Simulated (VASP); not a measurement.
# DyBe2F2 (P-6m2) in VASP: a series of runs

The runs below take DyBe2F2 through single point, with PBE.

All numbers are computed with VASP 6.6.1; they aren't measurements. Logs are shortened: lines on timing, memory, paths and dates and some standing lists are left out, and cuts for length are marked.

### 1 The cell of the first run

Symmetry: P-6m2, No. 187, hexagonal system. Conventional cell: a = 3.672 Å, b = 3.672 Å, c = 6.159 Å, α = 90.00°, β = 90.00°, γ = 120.00°. Within 2.8 Å of Dy (site symmetry -6m2) lie 3 Be at 2.12 Å and 2 F at 2.22 Å. Within 2.8 Å of Be (site symmetry -6m2) lie 3 Dy at 2.12 Å. Be (site symmetry -6m2) has 6 F at 2.29 Å within 3.0 Å. Within 2.3 Å of F (site symmetry 3m) lie 1 F at 1.72 Å and 1 Dy at 2.22 Å and 3 Be at 2.29 Å.

The cell was generated, and may not be a known phase.

### 2 Single point, PBE

Contents of INCAR:

```
SYSTEM = DyBe2F2
PREC = Accurate ; ENCUT = 600
EDIFF = 1E-6 ; ISMEAR = 0
SIGMA = 0.1 ; LREAL = .FALSE.
LASPH = .TRUE. ; NELM = 200
ALGO = Normal ; ISIF = 2
LWAVE = .FALSE. ; LCHARG = .FALSE.
GGA = PE ; NBANDS = 22
GGA_COMPAT = .FALSE. ; LMAXMIX = 6
```

Contents of KPOINTS:

```
regular mesh
0
G
  6 6 4
  0 0 0
```

Contents of POSCAR:

```
DyBe2F2
1.0
    3.6715246300      0.0000000000      0.0000000000
   -1.8357623100      3.1796336000      0.0000000000
    0.0000000000      0.0000000000      6.1585561200
Dy Be F
1 2 2
Direct
    0.0000000000      0.0000000000      0.0000000000
    0.6666666700      0.3333333300      0.0000000000
    0.3333333300      0.6666666700      0.5000000000
    0.0000000000      0.0000000000      0.6396430900
    0.0000000000      0.0000000000      0.3603569100
```

Potentials or basis: VASP PAW PBE potentials, release 64 (Dy_3, Be, F), 4f in core.

The run is started by

```bash
$ cat potpaw_PBE.64/Dy_3/POTCAR potpaw_PBE.64/Be/POTCAR potpaw_PBE.64/F/POTCAR > POTCAR
$ mpirun -np 1 vasp_std > vasp.out
```

OUTCAR:

```text
SYSTEM = DyBe2F2
   PREC = Accurate
   ENCUT = 600
   EDIFF = 1E-6
   ISMEAR = 0
   LREAL = .FALSE.
   LASPH = .TRUE.
   NELM = 200
   ISIF = 2
   GGA = PE

 ion  position               nearest neighbor table
   1  0.000  0.000  0.000-   2 2.12   2 2.12   2 2.12   5 2.22   4 2.22
   2  0.667  0.333  0.000-   1 2.12   1 2.12   1 2.12
   3  0.333  0.667  0.500-
   4  0.000  0.000  0.640-   5 1.72   1 2.22
   5  0.000  0.000  0.360-   4 1.72   1 2.22

  LATTYP: Found a hexagonal cell.
 ALAT       =     3.6715246300
 C/A-ratio  =     1.6773838502

  Lattice vectors:

 A1 = (   3.6715246300,   0.0000000000,   0.0000000000)
 A2 = (  -1.8357623100,   3.1796336000,   0.0000000000)
 A3 = (   0.0000000000,   0.0000000000,   6.1585561200)

Analysis of symmetry for initial positions (statically):
=====================================================================
 Subroutine PRICEL returns:
 Original cell was already a primitive cell.

 Routine SETGRP: Setting up the symmetry group for a
 hexagonal supercell.

 Subroutine GETGRP returns: Found 12 space group operations
 (whereof 12 operations were pure point group operations)
 out of a pool of 24 trial point group operations.

The static configuration has the point symmetry D_3h.

Analysis of symmetry for dynamics (positions and initial velocities):
=====================================================================
 Subroutine PRICEL returns:
 Original cell was already a primitive cell.

 Routine SETGRP: Setting up the symmetry group for a
 hexagonal supercell.

 Subroutine GETGRP returns: Found 12 space group operations
 (whereof 12 operations were pure point group operations)
 out of a pool of 24 trial point group operations.

The dynamic configuration has the point symmetry D_3h.

 Subroutine INISYM returns: Found 12 space group operations
 (whereof 12 operations are pure point group operations),
 and found     1 'primitive' translations

----------------------------------------------------------------------------------------

                                     Primitive cell

  volume of cell :      71.8956

  direct lattice vectors                    reciprocal lattice vectors
     3.671524630  0.000000000  0.000000000     0.272366415  0.157250822  0.000000000
    -1.835762310  3.179633600  0.000000000     0.000000000  0.314501646  0.000000000
     0.000000000  0.000000000  6.158556120     0.000000000  0.000000000  0.162375723

  length of vectors
     3.671524630  3.671524627  6.158556120     0.314501645  0.314501646  0.162375723

  position of ions in fractional coordinates (direct lattice)
     0.000000000  0.000000000  0.000000000
     0.666666670  0.333333330  0.000000000
     0.333333330  0.666666670  0.500000000
     0.000000000  0.000000000  0.639643090
     0.000000000  0.000000000  0.360356910

  ion indices of the primitive-cell ions
   primitive index   ion index
                 1           1
                 2           2
                 3           3
                 4           4
                 5           5

----------------------------------------------------------------------------------------

 KPOINTS: regular mesh

Automatic generation of k-mesh.
 Grid dimensions read from file:
 generate k-points for:    6    6    4

 Generating k-lattice:

  Cartesian coordinates                     Fractional coordinates (reciprocal lattice)
     0.045394402  0.026208470  0.000000000     0.166666667  0.000000000  0.000000000
     0.000000000  0.052416941  0.000000000     0.000000000  0.166666667  0.000000000
     0.000000000  0.000000000  0.040593931     0.000000000  0.000000000  0.250000000

  Length of vectors
     0.052416941  0.052416941  0.040593931

  Shift w.r.t. Gamma in fractional coordinates (k-lattice)
     0.000000000  0.000000000  0.000000000

 Subroutine IBZKPT returns following result:
 ===========================================

 Found     21 irreducible k-points:

 Following reciprocal coordinates:
            Coordinates               Weight
  0.000000  0.000000  0.000000      1.000000
  0.166667  0.000000  0.000000      6.000000
  0.333333  0.000000  0.000000      6.000000
  0.500000  0.000000  0.000000      3.000000
  0.166667  0.166667  0.000000      6.000000
  0.333333  0.166667  0.000000     12.000000
[... 13 lines left out ...]
  0.333333  0.166667  0.500000     12.000000
  0.333333  0.333333  0.500000      2.000000
   k-points           NKPTS =     21   k-points in BZ     NKDIM =     21   number of bands    NBANDS=     22
   number of dos      NEDOS =    301   number of ions     NIONS =      5
   total plane-waves  NPLWV =  45000
   dimension x,y,z NGX =    30 NGY =   30 NGZ =   50
   dimension x,y,z NGXF=    60 NGYF=   60 NGZF=  100
   ions per type =               1   2   2
   NGX,Y,Z   is equivalent  to a cutoff of  13.58, 13.58, 13.50 a.u.
   NGXF,Y,Z  is equivalent  to a cutoff of  27.17, 27.17, 26.99 a.u.
 SYSTEM =  DyBe2F2
   PREC   = accura    normal or accurate (medium, high low for compatibility)
   ISTART =      0    job   : 0-new  1-cont  2-samecut
   ICHARG =      2    charge: 1-file 2-atom 10-const
   ISPIN  =      1    spin polarized calculation?
   LNONCOLLINEAR =      F non collinear calculations
   LSORBIT =      F    spin-orbit coupling
   LASPH  =      T    aspherical Exc in radial PAW
   ENCUT  =  600.0 eV  44.10 Ry    6.64 a.u.   7.33  7.33 12.30*2*pi/ulx,y,z
   NELM   =    200;   NELMIN=  2; NELMDL= -5     # of ELM steps
   EDIFF  = 0.1E-05   stopping-criterion for ELM
   LREAL  =      F    real-space projection
   EDIFFG = 0.1E-04   stopping-criterion for IOM
   NSW    =      0    number of steps for IOM
   IBRION =     -1    ionic relax: 0-MD 1-quasi-New 2-CG
   NFREE  =      0    steps in history (QN), initial steepest desc. (CG)
   ISIF   =      2    stress and relaxation
   ISYM   =      2    0-nonsym 1-usesym 2-fastsym
   POTIM  = 0.5000    time-step for ionic-motion
   TEBEG  =    0.0;   TEEND  =   0.0 temperature during run
   PSTRESS=    0.0 pullay stress
   NELECT =      27.0000    total number of electrons
   NUPDOWN=      -1.0000    fix difference up-down
   EMIN   =  10.00;   EMAX   =-10.00  energy-range for DOS
   EFERMI =   0.00;   METHOD = LEGACY
   ISMEAR =     0;   SIGMA  =   0.10  broadening in eV -4-tet -1-fermi 0-gaus
   EFERMI_NEDOS =   21; number of points for ismear=-14 and -15
   IALGO  =     38    algorithm
   IMIX   =      4    mixing-type and parameters
     AMIX     =   0.40;   BMIX     =  1.00
     AMIX_MAG =   1.60;   BMIX_MAG =  1.00
  volume/ion in A,a.u.               =      14.38        97.04
  Fermi-wavevector in a.u.,A,eV,Ry     =   1.181123  2.232000 18.980842  1.395053
  Thomas-Fermi vector in A             =   2.317403
   LORBIT       =      0    0 simple, 1 ext, 2 COOP (PROOUT), +10 PAW based schemes
   GGA     = PE    functional components
   LHFCALC =     F    Hartree Fock is set to
   AEXX    =    0.0000 exact exchange contribution
   IVDW    =     0    specifies the selected vdW correction
   LEPSILON=     F    determine dielectric tensor
   LRPA    =     F    only Hartree local field effects (RPA)
 non-spin polarized calculation
 Gauss-broadening in eV      SIGMA  =   0.10
  energy-cutoff  :      600.00
  volume of cell :       71.90
 maximum number of plane-waves:      2448
 NGX is ok and might be reduce to    30
   NGX = 15   NGY = 15   NGZ = 25

 number of electron      26.9999987 magnetization

 Free energy of the ion-electron system (eV)
  ---------------------------------------------------
  ext. energy  EPLUGINS =         0.00000000
  ---------------------------------------------------
  free energy    TOTEN  =       -12.92116734 eV

  energy without entropy =      -12.89511583  energy(sigma->0) =      -12.90814158

 E-fermi :   3.0885     XC(G=0):  -9.5965

 val. band max:        3.0855401241   @ k =   0.1667   0.0000   0.2500
 cond. band min:       3.0935535404   @ k =   0.1667   0.0000   0.5000
 fundamental gap:      0.0080134163
 Fermi energy:         3.0885317019

 k-point     1 :       0.0000    0.0000    0.0000
  band No.  band energies     occupation
      1     -22.4101      2.00000
      2     -21.0753      2.00000
      3     -19.0215      2.00000
      4     -19.0215      2.00000
      5     -17.9171      2.00000
      6      -5.3051      2.00000
[... 14 lines left out ...]
     21       8.3945      0.00000
     22      10.4134      0.00000

 k-point     2 :       0.1667    0.0000    0.0000
  band No.  band energies     occupation
      1     -22.3952      2.00000
      2     -21.0586      2.00000
      3     -19.1369      2.00000
      4     -19.0586      2.00000
      5     -17.9058      2.00000
      6      -5.2786      2.00000
[... 14 lines left out ...]
     21       9.5023      0.00000
     22      10.5517      0.00000

 k-point     3 :       0.3333    0.0000    0.0000
  band No.  band energies     occupation
      1     -22.3650      2.00000
      2     -21.0251      2.00000
      3     -19.3595      2.00000
      4     -19.1315      2.00000
      5     -17.8830      2.00000
      6      -5.2278      2.00000
[... 14 lines left out ...]
     21       9.8792      0.00000
     22      10.1532      0.00000
[... 401 lines left out ...]
 k-point    20 :       0.3333    0.1667    0.5000
  band No.  band energies     occupation
      1     -22.6537      2.00000
      2     -20.1559      2.00000
      3     -19.4189      2.00000
      4     -19.2183      2.00000
      5     -18.5642      2.00000
      6      -4.6669      2.00000
[... 14 lines left out ...]
     21       8.2063      0.00000
     22      11.1317      0.00000

 k-point    21 :       0.3333    0.3333    0.5000
  band No.  band energies     occupation
      1     -22.6453      2.00000
      2     -20.1498      2.00000
      3     -19.3823      2.00000
      4     -19.3296      2.00000
      5     -18.5563      2.00000
      6      -4.4866      2.00000
[... 14 lines left out ...]
     21       8.4789      0.00000
     22      10.7810      0.00000

------------------------ aborting loop because EDIFF is reached ----------------------------------------

  FORCE on cell =-STRESS in cart. coord.  units (eV):
  Direction    XX          YY          ZZ          XY          YZ          ZX
  --------------------------------------------------------------------------------------
  -------------------------------------------------------------------------------------
  Total       10.8212269     10.8212269     15.3042577      0.0000000      0.0000000     -0.0000000
  in kB      241.1485516    241.1485515    341.0518634      0.0000004      0.0000000     -0.0000000
  external PRESSURE =     274.4496555 kB  Pullay stress =       0.0000000 kB

 VOLUME and BASIS-vectors are now :
 -----------------------------------------------------------------------------
  energy-cutoff  :      600.00
  volume of cell :       71.90
      direct lattice vectors                 reciprocal lattice vectors
     3.671524630  0.000000000  0.000000000     0.272366415  0.157250822  0.000000000
    -1.835762310  3.179633600  0.000000000     0.000000000  0.314501646  0.000000000
     0.000000000  0.000000000  6.158556120     0.000000000  0.000000000  0.162375723

 POSITION                                       TOTAL-FORCE (eV/Angst)
 -----------------------------------------------------------------------------------
      0.00000      0.00000      0.00000        -0.000000     -0.000000      0.000000
      1.83576      1.05988      0.00000         0.000000      0.000000      0.000000
     -0.00000      2.11976      3.07928         0.000000     -0.000000      0.000000
      0.00000      0.00000      3.93928        -0.000000      0.000000      8.505273
      0.00000      0.00000      2.21928        -0.000000      0.000000     -8.505273
 -----------------------------------------------------------------------------------
    total drift:                               -0.000000      0.000000      0.000000

  FREE ENERGIE OF THE ION-ELECTRON SYSTEM (eV)
  ---------------------------------------------------
  free  energy   TOTEN  =       -12.9211673365 eV

  energy  without entropy=      -12.8951158302  energy(sigma->0) =      -12.90814158
```

Run time: 24 s. Hardware: 1 thread of AMD EPYC 9R45 (Zen 5), shared host; peak memory 0.19 GiB.

Results:

```yaml
Free_energy: -12.9212 eV
Pressure: 27.4 GPa
Largest_force: 8.505 eV/Å
Band_gap_on_the_k_mesh: zero (an odd number of electrons rules out a gap without spin polarisation)
```

Forces in eV/Å, atoms in the order of the input:
```
Dy   0.000  0.000  0.000
Be   0.000  0.000  0.000
Be   0.000  0.000  0.000
F    0.000  0.000  8.505
F    0.000  0.000 -8.505
```

Caveat: the stress differs along the axes, from 24 to 34 GPa; spin-orbit coupling is left out, which moves the levels of the heavy elements; the 4f electrons are frozen in the core, so they carry no moment and show no levels; the run has no spin polarisation, though such a crystal can be magnetic; forces of over 1 eV/Å act on the atoms, so gaps and moduli don't describe the material at rest. Spin polarisation is off, so any magnetic state and its effect on volume and gap are missing.

### 3 Single point, PBE

This run uses another cell than the first one, of 27.05 Å³/atom.

Contents of INCAR:

```
SYSTEM = DyBe2F2
PREC = Accurate
ENCUT = 600
EDIFF = 1E-6
ISMEAR = 0
SIGMA = 0.1
LREAL = .False.
LASPH = .True.
NELM = 200
ALGO = Normal
ISIF = 2
LWAVE = .False.
LCHARG = .False.
GGA = PE
NBANDS = 22
GGA_COMPAT = .False.
LMAXMIX = 6
```

Contents of KPOINTS:

```
Automatic mesh
0
Gamma
  6 6 4
  0 0 0
```

Contents of POSCAR:

```
DyBe2F2
1.0
    4.8491237647     -0.0000000038      0.0000000000
   -2.4245618791      4.1994643683      0.0000000000
    0.0000000000      0.0000000000      6.6407297399
Dy Be F
1 2 2
Direct
    0.0000000000      0.0000000000      0.0000000000
    0.6666666667      0.3333333333      0.0000000000
    0.3333333333      0.6666666667      0.5000000000
    0.0000000000      0.0000000000      0.6919896434
    0.0000000000      0.0000000000      0.3080103566
```

Potentials or basis: VASP PAW PBE potentials, release 64 (Dy_3, Be, F), 4f in core.

The run is started by

```bash
$ cat potpaw_PBE.64/Dy_3/POTCAR potpaw_PBE.64/Be/POTCAR potpaw_PBE.64/F/POTCAR > POTCAR
$ mpirun -np 1 vasp_std > vasp.out
```

Run time: 44 s. Hardware: 1 thread of AMD EPYC 9R45 (Zen 5), shared host; peak memory 0.28 GiB.

Results (log left out):

```yaml
Free_energy: -17.2915 eV
Pressure: 0.5 GPa
Largest_force: 0.256 eV/Å
Band_gap_on_the_k_mesh: zero (an odd number of electrons rules out a gap without spin polarisation)
```

Forces on the atoms (eV/Å):
```
Dy   0.000  0.000  0.000
Be   0.000  0.000  0.000
Be   0.000  0.000  0.000
F    0.000  0.000 -0.256
F    0.000  0.000  0.256
```

Stress tensor (GPa, compression positive):
```
0.04 0.00 0.00
0.00 0.04 0.00
0.00 0.00 1.33
```

Levels at points of the mesh, in eV from the Fermi level:
| k point | band 10 | band 11 | band 12 | band 13 | band 14 | band 15 | band 16 | band 17 | band 18 | band 19 |
| --- | --- | --- | --- | --- | --- | --- | --- | --- | --- | --- |
| (0.00, 0.00, 0.00) | -3.87 | -3.68 | -2.54 | -0.65 | 0.14 | 0.14 | 0.92 | 3.99 | 3.99 | 4.23 |
| (0.50, 0.00, 0.00) | -3.92 | -2.54 | -2.27 | -0.85 | 0.39 | 1.43 | 1.81 | 2.54 | 2.83 | 2.97 |
| (0.00, 0.00, 0.50) | -3.60 | -3.60 | -3.56 | -1.23 | 0.17 | 0.17 | 2.68 | 2.79 | 3.85 | 3.85 |
| (0.50, 0.00, 0.50) | -3.71 | -3.63 | -2.22 | -0.50 | -0.27 | 1.44 | 1.56 | 2.26 | 3.14 | 3.83 |

Caveat: spin-orbit coupling is left out, which moves the levels of the heavy elements; the 4f electrons are frozen in the core, so they carry no moment and show no levels; the run has no spin polarisation, though such a crystal can be magnetic. Spin polarisation is off, so any magnetic state and its effect on volume and gap are missing.

The gap in the log of VASP goes by the Fermi energy; the results here count the filled bands.